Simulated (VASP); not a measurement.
# Mg (Fm-3m) in VASP: a series of runs

The runs below take Mg through single point, with LDA.

Program: VASP 6.6.1. These are calculated values, not measurements. Logs are shortened: lines on timing, memory, paths and dates and some standing lists are left out, and cuts for length are marked.

## Step 1: The cell of the first run

The structure is cubic, space group Fm-3m (No. 225). The conventional cell has a = 3.518 Å, b = 3.518 Å, c = 3.518 Å, α = 90.00°, β = 90.00°, γ = 90.00°. Mg (site symmetry m-3m) has 12 Mg at 2.49 Å within 3.3 Å.

This isn't the form of Mg at room conditions, which is hcp.

## Step 2: Single point, LDA (10.89 Å³/atom)

Contents of POSCAR:

```
Mg
1.0
    0.0000000000      1.7592094756      1.7592094756
    1.7592094756      0.0000000000      1.7592094756
    1.7592094756      1.7592094756      0.0000000000
Mg
1
Direct
    0.0000000000      0.0000000000      0.0000000000
```

Contents of INCAR.step1:

```
  ALGO = Normal
  EDIFF = 1E-6
  ENCUT = 520
  GGA = CA
  ISIF = 2
  ISMEAR = -1
  LASPH = T
  LCHARG = T
  LREAL = F
  LWAVE = F
  NBANDS = 7
  NELM = 80
  PREC = Accurate
  SIGMA = 0.05
```

Contents of KPOINTS.step1:

```
k-points
0
Gamma
  16 16 16
```

Contents of INCAR.step2:

```
  ALGO = Normal
  EDIFF = 1E-6
  ENCUT = 520
  GGA = CA
  ICHARG = 11
  ISIF = 2
  ISMEAR = -5
  LASPH = T
  LCHARG = F
  LORBIT = 11
  LREAL = F
  LWAVE = F
  NBANDS = 7
  NEDOS = 2001
  NELM = 80
  PREC = Accurate
  SIGMA = 0.05
```

Contents of KPOINTS.step2:

```
k-points
0
Gamma
  24 24 24
```

Potentials or basis: VASP PAW LDA potentials, release 64 (Mg).

Launch:

```bash
cat potpaw_LDA.64/Mg/POTCAR > POTCAR
cp INCAR.step1 INCAR
cp KPOINTS.step1 KPOINTS
mpirun -np 1 vasp_std > vasp.out
cp INCAR.step2 INCAR
cp KPOINTS.step2 KPOINTS
mpirun -np 1 vasp_std > vasp.out
```

OUTCAR:

```text
EDIFF = 1E-6
   ENCUT = 520
   GGA = CA
   ICHARG = 11
   ISIF = 2
   ISMEAR = -5
   LASPH = T
   LORBIT = 11
   LREAL = F
   NELM = 80
   PREC = Accurate

 ion  position               nearest neighbor table
   1  0.000  0.000  0.000-

  LATTYP: Found a face centered cubic cell.
 ALAT       =     3.5184189512

  Lattice vectors:

 A1 = (   0.0000000000,   1.7592094756,   1.7592094756)
 A2 = (   1.7592094756,   0.0000000000,   1.7592094756)
 A3 = (   1.7592094756,   1.7592094756,   0.0000000000)

Analysis of symmetry for initial positions (statically):
=====================================================================
 Subroutine PRICEL returns:
 Original cell was already a primitive cell.

 Routine SETGRP: Setting up the symmetry group for a
 face centered cubic supercell.

 Subroutine GETGRP returns: Found 48 space group operations
 (whereof 48 operations were pure point group operations)
 out of a pool of 48 trial point group operations.

The static configuration has the point symmetry O_h .

Analysis of symmetry for dynamics (positions and initial velocities):
=====================================================================
 Subroutine PRICEL returns:
 Original cell was already a primitive cell.

 Routine SETGRP: Setting up the symmetry group for a
 face centered cubic supercell.

 Subroutine GETGRP returns: Found 48 space group operations
 (whereof 48 operations were pure point group operations)
 out of a pool of 48 trial point group operations.

The dynamic configuration has the point symmetry O_h .

 Subroutine INISYM returns: Found 48 space group operations
 (whereof 48 operations are pure point group operations),
 and found     1 'primitive' translations

----------------------------------------------------------------------------------------

                                     Primitive cell

  volume of cell :      10.8889

  direct lattice vectors                    reciprocal lattice vectors
     0.000000000  1.759209476  1.759209476    -0.284218569  0.284218569  0.284218569
     1.759209476  0.000000000  1.759209476     0.284218569 -0.284218569  0.284218569
     1.759209476  1.759209476  0.000000000     0.284218569  0.284218569 -0.284218569

  length of vectors
     2.487897899  2.487897899  2.487897899     0.492281002  0.492281002  0.492281002

  position of ions in fractional coordinates (direct lattice)
     0.000000000  0.000000000  0.000000000

  ion indices of the primitive-cell ions
   primitive index   ion index
                 1           1

----------------------------------------------------------------------------------------

 KPOINTS: k-points

Automatic generation of k-mesh.
 Grid dimensions read from file:
 generate k-points for:   24   24   24

 Generating k-lattice:

  Cartesian coordinates                     Fractional coordinates (reciprocal lattice)
    -0.011842440  0.011842440  0.011842440     0.041666667  0.000000000  0.000000000
     0.011842440 -0.011842440  0.011842440     0.000000000  0.041666667  0.000000000
     0.011842440  0.011842440 -0.011842440     0.000000000  0.000000000  0.041666667

  Length of vectors
     0.020511708  0.020511708  0.020511708

  Shift w.r.t. Gamma in fractional coordinates (k-lattice)
     0.000000000  0.000000000  0.000000000

 TETIRR: Found   1864 inequivalent tetrahedra from    82944

 Subroutine IBZKPT returns following result:
 ===========================================

 Found    413 irreducible k-points:

 Following reciprocal coordinates:
            Coordinates               Weight
  0.000000  0.000000  0.000000      1.000000
  0.041667  0.000000  0.000000      8.000000
  0.083333  0.000000  0.000000      8.000000
  0.125000  0.000000  0.000000      8.000000
  0.166667  0.000000  0.000000      8.000000
  0.208333  0.000000  0.000000      8.000000
[... 16 lines left out ...]
  0.416667  0.041667  0.000000     24.000000
  0.458333  0.041667  0.000000     24.000000
 [... further k-points ...]
   k-points           NKPTS =    413   k-points in BZ     NKDIM =    413   number of bands    NBANDS=      7
   number of dos      NEDOS =   2001   number of ions     NIONS =      1
   total plane-waves  NPLWV =   8000
   dimension x,y,z NGX =    20 NGY =   20 NGZ =   20
   dimension x,y,z NGXF=    40 NGYF=   40 NGZF=   40
   ions per type =               1
   NGX,Y,Z   is equivalent  to a cutoff of  13.36, 13.36, 13.36 a.u.
   NGXF,Y,Z  is equivalent  to a cutoff of  26.73, 26.73, 26.73 a.u.
 SYSTEM =  unknown system
   PREC   = accura    normal or accurate (medium, high low for compatibility)
   ISTART =      0    job   : 0-new  1-cont  2-samecut
   ICHARG =     11    charge: 1-file 2-atom 10-const
   ISPIN  =      1    spin polarized calculation?
   LNONCOLLINEAR =      F non collinear calculations
   LSORBIT =      F    spin-orbit coupling
   LASPH  =      T    aspherical Exc in radial PAW
   ENCUT  =  520.0 eV  38.22 Ry    6.18 a.u.   4.63  4.63  4.63*2*pi/ulx,y,z
   NELM   =     80;   NELMIN=  2; NELMDL=  0     # of ELM steps
   EDIFF  = 0.1E-05   stopping-criterion for ELM
   LREAL  =      F    real-space projection
   EDIFFG = 0.1E-04   stopping-criterion for IOM
   NSW    =      0    number of steps for IOM
   IBRION =     -1    ionic relax: 0-MD 1-quasi-New 2-CG
   NFREE  =      0    steps in history (QN), initial steepest desc. (CG)
   ISIF   =      2    stress and relaxation
   ISYM   =      2    0-nonsym 1-usesym 2-fastsym
   POTIM  = 0.5000    time-step for ionic-motion
   TEBEG  =    0.0;   TEEND  =   0.0 temperature during run
   PSTRESS=    0.0 pullay stress
   NELECT =       2.0000    total number of electrons
   NUPDOWN=      -1.0000    fix difference up-down
   EMIN   =  10.00;   EMAX   =-10.00  energy-range for DOS
   EFERMI =   0.00;   METHOD = LEGACY
   ISMEAR =    -5;   SIGMA  =   0.05  broadening in eV -4-tet -1-fermi 0-gaus
   EFERMI_NEDOS =   21; number of points for ismear=-14 and -15
   IALGO  =     38    algorithm
   IMIX   =      4    mixing-type and parameters
     AMIX     =   0.40;   BMIX     =  1.00
     AMIX_MAG =   1.60;   BMIX_MAG =  1.00
  volume/ion in A,a.u.               =      10.89        73.48
  Fermi-wavevector in a.u.,A,eV,Ry     =   0.930588  1.758556 11.782555  0.865993
  Thomas-Fermi vector in A             =   2.056992
   LORBIT       =     11    0 simple, 1 ext, 2 COOP (PROOUT), +10 PAW based schemes
   GGA     = CA    functional components
   LHFCALC =     F    Hartree Fock is set to
   AEXX    =    0.0000 exact exchange contribution
   IVDW    =     0    specifies the selected vdW correction
   LEPSILON=     F    determine dielectric tensor
   LRPA    =     F    only Hartree local field effects (RPA)
 non-spin polarized calculation
 Fermi weights with tetrahedron method with Bloechl corrections
  energy-cutoff  :      520.00
  volume of cell :       10.89
 maximum number of plane-waves:       305

 number of electron       2.0000000 magnetization

 Free energy of the ion-electron system (eV)
  ---------------------------------------------------
  ext. energy  EPLUGINS =         0.00000000
  ---------------------------------------------------
  free energy    TOTEN  =         0.18923533 eV

  energy without entropy =        0.18923533  energy(sigma->0) =        0.18923533

 E-fermi :   7.8871     XC(G=0): -11.4511

 val. band max:        8.0198458697   @ k =  -0.4167   0.5000   0.0833
 cond. band min:       7.8637067334   @ k =  -0.3750   0.2500   0.1250
 fundamental gap:     -0.1561391363
 Fermi energy:         7.8871341716

 k-point     1 :       0.0000    0.0000    0.0000
  band No.  band energies     occupation
      1      -2.8343      2.00000
      2      25.4709      0.00000
      3      25.4709      0.00000
      4      25.4709      0.00000
      5      29.3161      0.00000
      6      32.6643      0.00000
      7      32.6643      0.00000

 k-point     2 :       0.0417    0.0000    0.0000
  band No.  band energies     occupation
      1      -2.7700      2.00000
      2      24.5805      0.00000
      3      25.4461      0.00000
      4      25.4461      0.00000
      5      29.9420      0.00000
      6      32.5729      0.00000
      7      32.5738      0.00000

 k-point     3 :       0.0833    0.0000    0.0000
  band No.  band energies     occupation
      1      -2.5776      2.00000
      2      22.8408      0.00000
      3      25.3720      0.00000
      4      25.3720      0.00000
      5      30.4463      0.00000
      6      32.3076      0.00000
      7      32.3076      0.00000

 k-point     4 :       0.1250    0.0000    0.0000
  band No.  band energies     occupation
      1      -2.2589      2.00000
      2      20.9205      0.00000
      3      25.2486      0.00000
      4      25.2486      0.00000
      5      30.1415      0.00000
      6      31.9129      0.00000
      7      31.9129      0.00000

 k-point     5 :       0.1667    0.0000    0.0000
  band No.  band energies     occupation
      1      -1.8167      2.00000
      2      18.9839      0.00000
      3      25.0782      0.00000
      4      25.0782      0.00000
      5      29.5954      0.00000
      6      31.4643      0.00000
      7      31.4643      0.00000
[... 161 lines left out ...]
 k-point    22 :       0.3750    0.0417    0.0000
  band No.  band energies     occupation
      1       1.7995      2.00000
      2      10.7538      0.00000
      3      23.5184      0.00000
      4      23.5308      0.00000
      5      28.5498      0.00000
      6      29.2912      0.00000
      7      30.7076      0.00000

 k-point    23 :       0.4167    0.0417    0.0000
  band No.  band energies     occupation
      1       2.8392      2.00000
      2       9.2194     -0.00404
      3      23.2375      0.00000
      4      23.4451      0.00000
      5      28.3719      0.00000
      6      29.3398      0.00000
      7      30.4158      0.00000

 k-point    24 :       0.4583    0.0417    0.0000
  band No.  band energies     occupation
      1       3.9335      2.00000
      2       7.8066      1.11554
      3      23.0057      0.00000
      4      23.4350      0.00000
      5      28.2735      0.00000
      6      29.4100      0.00000
      7      30.1727      0.00000

 [... further k-points ...]

------------------------ aborting loop because EDIFF is reached ----------------------------------------

  FORCE on cell =-STRESS in cart. coord.  units (eV):
  Direction    XX          YY          ZZ          XY          YZ          ZX
  --------------------------------------------------------------------------------------
  -------------------------------------------------------------------------------------
  Total        7.0939861      7.0939861      7.0939861      0.0000000      0.0000000      0.0000000
  in kB     1043.8023125   1043.8023125   1043.8023125      0.0000000      0.0000000      0.0000000
  external PRESSURE =    1043.8023125 kB  Pullay stress =       0.0000000 kB

 VOLUME and BASIS-vectors are now :
 -----------------------------------------------------------------------------
  energy-cutoff  :      520.00
  volume of cell :       10.89
      direct lattice vectors                 reciprocal lattice vectors
     0.000000000  1.759209476  1.759209476    -0.284218569  0.284218569  0.284218569
     1.759209476  0.000000000  1.759209476     0.284218569 -0.284218569  0.284218569
     1.759209476  1.759209476  0.000000000     0.284218569  0.284218569 -0.284218569

 POSITION                                       TOTAL-FORCE (eV/Angst)
 -----------------------------------------------------------------------------------
      0.00000      0.00000      0.00000         0.000000      0.000000      0.000000
 -----------------------------------------------------------------------------------
    total drift:                                0.000000      0.000000     -0.000000

  FREE ENERGIE OF THE ION-ELECTRON SYSTEM (eV)
  ---------------------------------------------------
  free  energy   TOTEN  =         0.1892353316 eV

  energy  without entropy=        0.1892353316  energy(sigma->0) =        0.18923533

 total charge

# of ion       s       p       d       tot
------------------------------------------
    1        0.321   0.345   0.059   0.725
```

It took 33 s on 1 thread of Intel Xeon Platinum 8259CL at 2.50GHz (Skylake/Cascade Lake), shared host; peak memory 0.14 GiB.

What came out:

```
Valence electrons inside the program's atomic spheres : Mg 0.72
```

Caveat: tetrahedron occupations give inexact forces and stress in metals.

## Step 3: Single point, LDA (10.89 Å³/atom)

POSCAR is that of step 2.

Contents of INCAR.step1:

```
SYSTEM = Mg
PREC     = Accurate       ! precision mode
ENCUT    = 520            ! plane-wave cutoff, eV
EDIFF    = 1E-6           ! SCF threshold, eV
ISMEAR   = -1             ! smearing method
SIGMA    = 0.05           ! smearing width, eV
LREAL    = .FALSE.        ! projectors in reciprocal space
LASPH    = .TRUE.         ! aspherical terms in the spheres
NELM     = 80             ! most SCF steps
ALGO     = Normal         ! electronic algorithm
ISIF     = 2              ! what is computed and relaxed
LWAVE    = .FALSE.        ! write WAVECAR
LCHARG   = .TRUE.         ! write CHGCAR
NBANDS   = 7              ! bands
```

Contents of KPOINTS.step1:

```
Automatic mesh
0
G
  16 16 16
  0 0 0
```

Contents of INCAR.step2:

```
SYSTEM = Mg
PREC     = Accurate       ! precision mode
ENCUT    = 520            ! plane-wave cutoff, eV
EDIFF    = 1E-6           ! SCF threshold, eV
ISMEAR   = -5             ! smearing method
SIGMA    = 0.05           ! smearing width, eV
LREAL    = .FALSE.        ! projectors in reciprocal space
LASPH    = .TRUE.         ! aspherical terms in the spheres
NELM     = 80             ! most SCF steps
ALGO     = Normal         ! electronic algorithm
ISIF     = 2              ! what is computed and relaxed
LWAVE    = .FALSE.        ! write WAVECAR
LCHARG   = .FALSE.        ! write CHGCAR
LORBIT   = 11             ! projections on sites
NEDOS    = 2001           ! points of the DOS
ICHARG   = 11             ! starting density
```

Contents of KPOINTS.step2:

```
Automatic mesh
0
G
  24 24 24
  0 0 0
```

Potentials or basis: VASP PAW LDA potentials, release 64 (Mg).

Launch:

```bash
cat potpaw_LDA.64/Mg/POTCAR > POTCAR
cp INCAR.step1 INCAR
cp KPOINTS.step1 KPOINTS
mpirun -np 1 vasp_std > vasp.out
cp INCAR.step2 INCAR
cp KPOINTS.step2 KPOINTS
mpirun -np 1 vasp_std > vasp.out
```

Wall time 20 s (1 thread of Intel Xeon Platinum 8259CL at 2.50GHz (Skylake/Cascade Lake), shared host); peak memory 0.14 GiB.

Results (log left out):

```
Valence electrons inside the program's atomic spheres : Mg 0.72
```

Levels at points of the mesh, in eV from the Fermi level:
```tsv
k point	band 1	band 2	band 3	band 4
(0.00, 0.00, 0.00)	-10.72	17.58	17.58	17.58
(0.50, 0.00, 0.00)	-2.93	-1.36	15.75	15.75
(0.50, 0.50, 0.00)	-0.11	0.64	7.25	12.15
```

Caveat: tetrahedron occupations give inexact forces and stress in metals.

## Step 4: Single point, LDA (21.78 Å³/atom)

This run uses another cell than the first one, of 21.78 Å³/atom.

Contents of POSCAR:

```
Mg
1.0
    0.0000000000      2.2164650496      2.2164650496
    2.2164650496      0.0000000000      2.2164650496
    2.2164650496      2.2164650496      0.0000000000
Mg
1
Direct
    0.0000000000      0.0000000000      0.0000000000
```

Contents of INCAR.step1:

```
  PREC = Accurate
  ENCUT = 520
  EDIFF = 1E-6
  ISMEAR = -1
  SIGMA = 0.05
  LREAL = False
  LASPH = True
  NELM = 100
  ALGO = Normal
  ISIF = 2
  LWAVE = False
  LCHARG = True
  NBANDS = 7
```

Contents of KPOINTS.step1:

```
regular mesh
0
Gamma
  16 16 16
```

Contents of INCAR.step2:

```
  PREC = Accurate
  ENCUT = 520
  EDIFF = 1E-6
  ISMEAR = -5
  SIGMA = 0.05
  LREAL = False
  LASPH = True
  NELM = 100
  ALGO = Normal
  ISIF = 2
  LWAVE = False
  LCHARG = False
  LORBIT = 11
  NEDOS = 1001
  ICHARG = 11
```

Contents of KPOINTS.step2:

```
regular mesh
0
Gamma
  24 24 24
```

Launch:

```bash
cat potpaw_LDA.64/Mg/POTCAR > POTCAR
cp INCAR.step1 INCAR
cp KPOINTS.step1 KPOINTS
mpirun -np 1 vasp_std > vasp.out
cp INCAR.step2 INCAR
cp KPOINTS.step2 KPOINTS
mpirun -np 1 vasp_std > vasp.out
```

It took 28 s on 1 thread of Intel Xeon Platinum 8259CL at 2.50GHz (Skylake/Cascade Lake), shared host; peak memory 0.17 GiB.

It converged, with:

```
Valence electrons inside the program's atomic spheres : Mg 0.38
```

Levels at points of the mesh, in eV from the Fermi level:
```
           k point  band 1  band 2  band 3  band 4  band 5
(0.00, 0.00, 0.00)   -7.11   12.65   12.65   12.65   14.74
(0.50, 0.00, 0.00)   -1.74   -1.30   11.55   11.55   12.46
(0.50, 0.50, 0.00)   -0.20    0.84    6.24    7.18    7.18
```

Caveat: tetrahedron occupations give inexact forces and stress in metals.
